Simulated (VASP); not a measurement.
Wanted: the native input for a VASP 6.6.1 run.

| Property | Result |
| --- | --- |
| Task | single point |
| Functional | PBEsol |
| Potentials or basis | VASP PAW PBE potentials, release 64 (Te, Pb_d) |
| Cutoff | 520 eV |
| k mesh | 6 × 6 × 6 |
| Occupations | gaussian, width 0.02 eV |
| Spin | no spin polarisation |
| Dipole correction | no |
| Further INCAR settings | ALGO = Normal; EDIFF = 1e-06; NBANDS = 17 |

The structure of TePb lies in POSCAR:

```
TePb
1.0
    0.0000000000      3.2227524523      3.2227524523
    3.2227524523      0.0000000000      3.2227524523
    3.2227524523      3.2227524523      0.0000000000
Te Pb
1 1
Direct
    0.0000000000      0.0000000000      0.0000000000
    0.5000000000      0.5000000000      0.5000000000
```

The input as run:

INCAR

```
ALGO = Normal
EDIFF = 1E-6
ENCUT = 520
GGA = PS
ISIF = 2
ISMEAR = 0
LASPH = T
LCHARG = F
LREAL = F
LWAVE = F
NBANDS = 17
NELM = 80
PREC = Accurate
SIGMA = 0.02
```

KPOINTS

```
k-points
0
Gamma
  6 6 6
```

Potentials or basis: VASP PAW PBE potentials, release 64 (Te, Pb_d).

Run with:

```console
$ cat potpaw_PBE.64/Te/POTCAR potpaw_PBE.64/Pb_d/POTCAR > POTCAR
$ mpirun -np 1 vasp_std > vasp.out
```

It gave:

* Pressure: -0.1 GPa
* Band gap on the k mesh: 0.65 eV, direct

Caveat: the PAW data sets were made with another functional, which shifts forces and pressure a little; spin-orbit coupling is left out, which moves the levels of the heavy elements.

It took 27 s on 1 thread of Intel Xeon 8259CL, with other jobs on the host, peak memory 0.2 GiB.
